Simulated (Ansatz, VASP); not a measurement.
**One calculation of CoO, two programs**

```xyz
2
Lattice="1.5055 0.8692 2.4399 -1.5055 0.8692 2.4399 0.0000 -1.7384 2.4399" Properties=species:S:1:pos:R:3 pbc="T T T"
Co    0.0000    0.0000    0.0000
O     0.0000    0.0000    3.6599
```

Alike in both runs: task single point; functional PBE; k mesh 11 × 11 × 11; occupations fermi-dirac, width 0.05 eV; collinear spin.

|  | VASP | Ansatz |
| --- | --- | --- |
| version | VASP 6.6.1 | Ansatz 0.2.0 |
| potentials or method | VASP PAW PBE potentials, release 64 (Co, O) | Ansatz PAW |
| plane-wave cutoff (eV) | 520 | 420 |
| valence electrons in the cell | 15 | 23 |

Ansatz gave:

```
gap on the k mesh at the Fermi level (eV)                     : none
pressure (GPa)                                                : 0.0
traceless stress, the component that is largest in VASP (GPa) : -0.30
net moment per atom (μB)                                      : 1.45
size of the moment on the site where the two differ most (μB) : 2.47
```

**Question.** Estimate VASP's values.

**Answer.** gap on the k mesh at the Fermi level (eV): none; pressure (GPa): -0.6; traceless stress, the component that is largest in VASP (GPa): -0.27; net moment per atom (μB): 1.44; size of the moment on the site where the two differ most (μB): 2.54.

Site moments also hang on the region over which each program counts them. A gap of «none» marks a metal or a gap that the smearing closes. The functional is the same, so the differences come from potentials, cutoffs and numerics. VASP's potentials hold 15 valence electrons a cell and Ansatz's 23, so a difference there can come from the potentials and not from the codes.
